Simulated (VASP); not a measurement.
# Mo (I4/mmm) in VASP: further runs

The runs below take Mo through single point, with PBEsol.

Program: VASP 6.6.1. These are calculated values, not measurements. Logs are shortened: lines on timing, memory, paths and dates and some standing lists are left out, and cuts for length are marked.

**1. The cell of the first run**

The structure is tetragonal, space group I4/mmm (No. 139). The conventional cell has a = 3.208 Å, b = 3.208 Å, c = 3.051 Å, α = 90.00°, β = 90.00°, γ = 90.00°. Mo (site symmetry 4/mmm) has 14 Mo at 2.73 to 3.21 Å within 3.6 Å.

**2. Single point, PBEsol (strain +0.025 along x and y, -0.025 along z)**

INCAR reads:

```
SYSTEM = Mo
  PREC = Accurate
  ENCUT = 520
  EDIFF = 1E-7
  ISMEAR = 0
  SIGMA = 0.15
  LREAL = .False.
  LASPH = .True.
  NELM = 60
  ALGO = Fast
  ISIF = 2
  LWAVE = .False.
  LCHARG = .False.
  GGA = PS
  NBANDS = 13
```

KPOINTS reads:

```
Automatic mesh
0
Gamma
  26 26 26
  0 0 0
```

POSCAR reads:

```
Mo
1.0
   -1.6037697628      1.6037697628      1.5255370914
    1.6037697628     -1.6037697628      1.5255370914
    1.6037697628      1.6037697628     -1.5255370914
Mo
1
Direct
    0.0000000000      0.0000000000      0.0000000000
```

Potentials or basis: VASP PAW PBE potentials, release 64 (Mo_sv).

Run with:

```sh
cat potpaw_PBE.64/Mo_sv/POTCAR > POTCAR
mpirun -np 1 vasp_std > vasp.out
```

OUTCAR:

```text
SYSTEM = Mo
   PREC = Accurate
   ENCUT = 520
   EDIFF = 1E-7
   ISMEAR = 0
   LREAL = .False.
   LASPH = .True.
   NELM = 60
   ISIF = 2
   GGA = PS

 ion  position               nearest neighbor table
   1  0.000  0.000  0.000-

  LATTYP: Found a body centered tetragonal cell.
 ALAT       =     3.2075395256
 C/A-ratio  =     0.9512195122

  Lattice vectors:

 A1 = (  -1.6037697628,   1.6037697628,   1.5255370914)
 A2 = (   1.6037697628,  -1.6037697628,   1.5255370914)
 A3 = (   1.6037697628,   1.6037697628,  -1.5255370914)

Analysis of symmetry for initial positions (statically):
=====================================================================
 Subroutine PRICEL returns:
 Original cell was already a primitive cell.

 Routine SETGRP: Setting up the symmetry group for a
 body centered tetragonal supercell.

 Subroutine GETGRP returns: Found 16 space group operations
 (whereof 16 operations were pure point group operations)
 out of a pool of 16 trial point group operations.

The static configuration has the point symmetry D_4h.

Analysis of symmetry for dynamics (positions and initial velocities):
=====================================================================
 Subroutine PRICEL returns:
 Original cell was already a primitive cell.

 Routine SETGRP: Setting up the symmetry group for a
 body centered tetragonal supercell.

 Subroutine GETGRP returns: Found 16 space group operations
 (whereof 16 operations were pure point group operations)
 out of a pool of 16 trial point group operations.

The dynamic configuration has the point symmetry D_4h.

 Subroutine INISYM returns: Found 16 space group operations
 (whereof 16 operations are pure point group operations),
 and found     1 'primitive' translations

----------------------------------------------------------------------------------------

                                     Primitive cell

  volume of cell :      15.6952

  direct lattice vectors                    reciprocal lattice vectors
    -1.603769763  1.603769763  1.525537091     0.000000000  0.311765449  0.327753421
     1.603769763 -1.603769763  1.525537091     0.311765449  0.000000000  0.327753421
     1.603769763  1.603769763 -1.525537091     0.311765449  0.311765449  0.000000000

  length of vectors
     2.733389530  2.733389530  2.733389530     0.452349422  0.452349422  0.440902926

  position of ions in fractional coordinates (direct lattice)
     0.000000000  0.000000000  0.000000000

  ion indices of the primitive-cell ions
   primitive index   ion index
                 1           1

----------------------------------------------------------------------------------------

 KPOINTS: Automatic mesh

Automatic generation of k-mesh.
 Grid dimensions read from file:
 generate k-points for:   26   26   26

 Generating k-lattice:

  Cartesian coordinates                     Fractional coordinates (reciprocal lattice)
     0.000000000  0.011990979  0.012605901     0.038461538  0.000000000 -0.000000000
     0.011990979  0.000000000  0.012605901     0.000000000  0.038461538 -0.000000000
     0.011990979  0.011990979  0.000000000     0.000000000  0.000000000  0.038461538

  Length of vectors
     0.017398055  0.017398055  0.016957805

  Shift w.r.t. Gamma in fractional coordinates (k-lattice)
     0.000000000  0.000000000  0.000000000

 Subroutine IBZKPT returns following result:
 ===========================================

 Found   1330 irreducible k-points:

 Following reciprocal coordinates:
            Coordinates               Weight
  0.000000  0.000000  0.000000      1.000000
  0.038462 -0.000000  0.000000      8.000000
  0.076923 -0.000000  0.000000      8.000000
  0.115385  0.000000  0.000000      8.000000
  0.153846 -0.000000  0.000000      8.000000
  0.192308  0.000000  0.000000      8.000000
[... 16 lines left out ...]
  0.346154  0.038462 -0.000000     16.000000
  0.384615  0.038462  0.000000     16.000000
 [... further k-points ...]
   k-points           NKPTS =   1330   k-points in BZ     NKDIM =   1330   number of bands    NBANDS=     13
   number of dos      NEDOS =    301   number of ions     NIONS =      1
   total plane-waves  NPLWV =   8000
   dimension x,y,z NGX =    20 NGY =   20 NGZ =   20
   dimension x,y,z NGXF=    40 NGYF=   40 NGZF=   40
   ions per type =               1
   NGX,Y,Z   is equivalent  to a cutoff of  12.16, 12.16, 12.16 a.u.
   NGXF,Y,Z  is equivalent  to a cutoff of  24.33, 24.33, 24.33 a.u.
 SYSTEM =  Mo
   PREC   = accura    normal or accurate (medium, high low for compatibility)
   ISTART =      0    job   : 0-new  1-cont  2-samecut
   ICHARG =      2    charge: 1-file 2-atom 10-const
   ISPIN  =      1    spin polarized calculation?
   LNONCOLLINEAR =      F non collinear calculations
   LSORBIT =      F    spin-orbit coupling
   LASPH  =      T    aspherical Exc in radial PAW
   ENCUT  =  520.0 eV  38.22 Ry    6.18 a.u.   5.08  5.08  5.08*2*pi/ulx,y,z
   NELM   =     60;   NELMIN=  2; NELMDL= -5     # of ELM steps
   EDIFF  = 0.1E-06   stopping-criterion for ELM
   LREAL  =      F    real-space projection
   EDIFFG = 0.1E-05   stopping-criterion for IOM
   NSW    =      0    number of steps for IOM
   IBRION =     -1    ionic relax: 0-MD 1-quasi-New 2-CG
   NFREE  =      0    steps in history (QN), initial steepest desc. (CG)
   ISIF   =      2    stress and relaxation
   ISYM   =      2    0-nonsym 1-usesym 2-fastsym
   POTIM  = 0.5000    time-step for ionic-motion
   TEBEG  =    0.0;   TEEND  =   0.0 temperature during run
   PSTRESS=    0.0 pullay stress
   NELECT =      14.0000    total number of electrons
   NUPDOWN=      -1.0000    fix difference up-down
   EMIN   =  10.00;   EMAX   =-10.00  energy-range for DOS
   EFERMI =   0.00;   METHOD = LEGACY
   ISMEAR =     0;   SIGMA  =   0.15  broadening in eV -4-tet -1-fermi 0-gaus
   EFERMI_NEDOS =   21; number of points for ismear=-14 and -15
   IALGO  =     68    algorithm
   IMIX   =      4    mixing-type and parameters
     AMIX     =   0.40;   BMIX     =  1.00
     AMIX_MAG =   1.60;   BMIX_MAG =  1.00
  volume/ion in A,a.u.               =      15.70       105.92
  Fermi-wavevector in a.u.,A,eV,Ry     =   1.575900  2.978019 33.789523  2.483460
  Thomas-Fermi vector in A             =   2.676814
   LORBIT       =      0    0 simple, 1 ext, 2 COOP (PROOUT), +10 PAW based schemes
   GGA     = PS    functional components
   LHFCALC =     F    Hartree Fock is set to
   AEXX    =    0.0000 exact exchange contribution
   IVDW    =     0    specifies the selected vdW correction
   LEPSILON=     F    determine dielectric tensor
   LRPA    =     F    only Hartree local field effects (RPA)
 non-spin polarized calculation
 RMM-DIIS sequential band-by-band and
 Gauss-broadening in eV      SIGMA  =   0.15
  energy-cutoff  :      520.00
  volume of cell :       15.70
 maximum number of plane-waves:       438
   NGX = 11   NGY = 11   NGZ = 11

 number of electron      14.0000000 magnetization

 Free energy of the ion-electron system (eV)
  ---------------------------------------------------
  ext. energy  EPLUGINS =         0.00000000
  ---------------------------------------------------
  free energy    TOTEN  =       -11.75026096 eV

  energy without entropy =      -11.74281204  energy(sigma->0) =      -11.74653650

 E-fermi :  12.3908     XC(G=0): -13.5051

 val. band max:       12.3895019192   @ k =  -0.4231   0.4615   0.0385
 cond. band min:      12.3979554031   @ k =   0.5000   0.5000   0.1923
 fundamental gap:      0.0084534839
 Fermi energy:        12.3908064179

 k-point     1 :       0.0000    0.0000    0.0000
  band No.  band energies     occupation
      1     -48.7903      2.00000
      2     -22.0953      2.00000
      3     -22.0953      2.00000
      4     -22.0698      2.00000
      5       5.1286      2.00000
      6      10.6714      2.00000
      7      11.2626      2.00000
      8      11.2626      2.00000
      9      13.6331      0.00000
     10      14.3931      0.00000
     11      26.9066      0.00000
     12      26.9066      0.00000
     13      27.8898      0.00000

 k-point     2 :       0.0385   -0.0000    0.0000
  band No.  band energies     occupation
      1     -48.7865      2.00000
      2     -22.1097      2.00000
      3     -22.1022      2.00000
      4     -22.0776      2.00000
      5       5.1959      2.00000
      6      10.6833      2.00000
      7      11.2527      2.00000
      8      11.2722      2.00000
      9      13.6275      0.00000
     10      14.3460      0.00000
     11      27.0106      0.00000
     12      27.0218      0.00000
     13      27.9647      0.00000

 k-point     3 :       0.0769   -0.0000    0.0000
  band No.  band energies     occupation
      1     -48.7753      2.00000
      2     -22.1690      2.00000
      3     -22.1224      2.00000
      4     -22.0835      2.00000
      5       5.3934      2.00000
      6      10.6723      2.00000
      7      11.2175      2.00000
      8      11.3515      2.00000
      9      13.6106      0.00000
     10      14.2311      0.00000
     11      27.2820      0.00000
     12      27.3625      0.00000
     13      28.1823      0.00000

 k-point     4 :       0.1154    0.0000    0.0000
  band No.  band energies     occupation
      1     -48.7573      2.00000
      2     -22.2689      2.00000
      3     -22.1548      2.00000
      4     -22.0872      2.00000
      5       5.7069      2.00000
      6      10.5667      2.00000
      7      11.1446      2.00000
      8      11.5810      2.00000
      9      13.5847      0.00000
     10      14.1109      0.00000
     11      27.6085      0.00000
     12      27.9140      0.00000
     13      28.5113      0.00000

 k-point     5 :       0.1538   -0.0000    0.0000
  band No.  band energies     occupation
      1     -48.7335      2.00000
      2     -22.4000      2.00000
      3     -22.1971      2.00000
      4     -22.0910      2.00000
      5       6.1096      2.00000
      6      10.3767      2.00000
      7      11.0313      2.00000
      8      11.9621      1.99995
      9      13.5674      0.00000
     10      14.0414      0.00000
     11      27.8359      0.00000
     12      28.6556      0.00000
     13      28.8672      0.00000

 k-point     6 :       0.1923    0.0000    0.0000
  band No.  band energies     occupation
      1     -48.7052      2.00000
      2     -22.5529      2.00000
      3     -22.2468      2.00000
      4     -22.0952      2.00000
      5       6.5555      2.00000
      6      10.1411      2.00000
      7      10.9100      2.00000
      8      12.4663      0.47690
      9      13.5904      0.00000
     10      14.0379      0.00000
     11      27.8127      0.00000
     12      29.0983      0.00000
     13      29.5629      0.00000

 k-point     7 :       0.2308    0.0000    0.0000
  band No.  band energies     occupation
      1     -48.6740      2.00000
      2     -22.7180      2.00000
      3     -22.3008      2.00000
      4     -22.0998      2.00000
      5       6.9716      2.00000
      6       9.8884      2.00000
      7      10.8633      2.00000
      8      13.0705      0.00000
      9      13.6670      0.00000
     10      14.0941      0.00000
     11      27.4759      0.00000
     12      29.0246      0.00000
     13      30.6100      0.00000
[... 193 lines left out ...]
 k-point    20 :       0.2308    0.0385    0.0000
  band No.  band energies     occupation
      1     -48.6552      2.00000
      2     -22.8121      2.00000
      3     -22.3268      2.00000
      4     -22.1135      2.00000
      5       7.1911      2.00000
      6       9.7654      2.00000
      7      10.8324      2.00000
      8      13.4473      0.00000
      9      13.6596      0.00000
     10      14.2478      0.00000
     11      27.3179      0.00000
     12      28.8021      0.00000
     13      31.1414      0.00000

 k-point    21 :       0.2692    0.0385    0.0000
  band No.  band energies     occupation
      1     -48.6232      2.00000
      2     -22.9736      2.00000
      3     -22.3828      2.00000
      4     -22.1180      2.00000
      5       7.3960      2.00000
      6       9.5241      2.00000
      7      11.0866      2.00000
      8      13.7190      0.00000
      9      14.1904      0.00000
     10      14.4339      0.00000
     11      26.6967      0.00000
     12      28.0908      0.00000
     13      32.2954      0.00000

 k-point    22 :       0.3077    0.0385    0.0000
  band No.  band energies     occupation
      1     -48.5931      2.00000
      2     -23.1232      2.00000
      3     -22.4352      2.00000
      4     -22.1221      2.00000
      5       7.4288      2.00000
      6       9.3076      2.00000
      7      11.5693      2.00000
      8      13.8530      0.00000
      9      14.6058      0.00000
     10      14.9591      0.00000
     11      26.0281      0.00000
     12      27.1661      0.00000
     13      32.7948      0.00000

 k-point    23 :       0.3462    0.0385   -0.0000
  band No.  band energies     occupation
      1     -48.5665      2.00000
      2     -23.2528      2.00000
      3     -22.4810      2.00000
      4     -22.1256      2.00000
      5       7.3543      2.00000
      6       9.1254      2.00000
      7      12.1882      1.94387
      8      14.0078      0.00000
      9      14.7894      0.00000
     10      15.7059      0.00000
     11      25.4016      0.00000
     12      26.1880      0.00000
     13      31.5673      0.00000

 k-point    24 :       0.3846    0.0385    0.0000
  band No.  band energies     occupation
      1     -48.5450      2.00000
      2     -23.3558      2.00000
      3     -22.5177      2.00000
      4     -22.1282      2.00000
      5       7.2461      2.00000
      6       8.9842      2.00000
      7      12.8165      0.00006
      8      14.1643      0.00000
      9      14.9458      0.00000
     10      16.3924      0.00000
     11      24.8779      0.00000
     12      25.2872      0.00000
     13      30.4850      0.00000

 [... further k-points ...]
[... 5 lines left out ...]
  --------------------------------------------------------------------------------------
  -------------------------------------------------------------------------------------
  Total       -1.0420772     -1.0420772      0.4802251      0.0000000     -0.0000000     -0.0000000
  in kB     -106.3760039   -106.3760039     49.0217322      0.0000000     -0.0000000     -0.0000000
  external PRESSURE =     -54.5767585 kB  Pullay stress =       0.0000000 kB

 VOLUME and BASIS-vectors are now :
 -----------------------------------------------------------------------------
  energy-cutoff  :      520.00
  volume of cell :       15.70
      direct lattice vectors                 reciprocal lattice vectors
    -1.603769763  1.603769763  1.525537091     0.000000000  0.311765449  0.327753421
     1.603769763 -1.603769763  1.525537091     0.311765449  0.000000000  0.327753421
     1.603769763  1.603769763 -1.525537091     0.311765449  0.311765449  0.000000000

 POSITION                                       TOTAL-FORCE (eV/Angst)
 -----------------------------------------------------------------------------------
      0.00000      0.00000      0.00000        -0.000000      0.000000      0.000000
 -----------------------------------------------------------------------------------
    total drift:                                0.000000     -0.000000      0.000000

  FREE ENERGIE OF THE ION-ELECTRON SYSTEM (eV)
  ---------------------------------------------------
  free  energy   TOTEN  =       -11.7502609560 eV

  energy  without entropy=      -11.7428120350  energy(sigma->0) =      -11.74653650
```

Run time: 100 s. Hardware: 1 thread of Intel Xeon 6975P-C (Granite Rapids), shared host; peak memory 0.34 GiB.

Results:

- Free energy: -11.7503 eV
- Pressure: -5.5 GPa
- Band gap on the k mesh: zero (band 7 reaches 16.34 eV, above the bottom of band 8 at 11.15 eV)

Caveat: the cell differs from its parent crystal (strain +0.025 along x and y, -0.025 along z); the PAW data sets were made with another functional, which shifts forces and pressure a little.

[end of part 1 of 2]
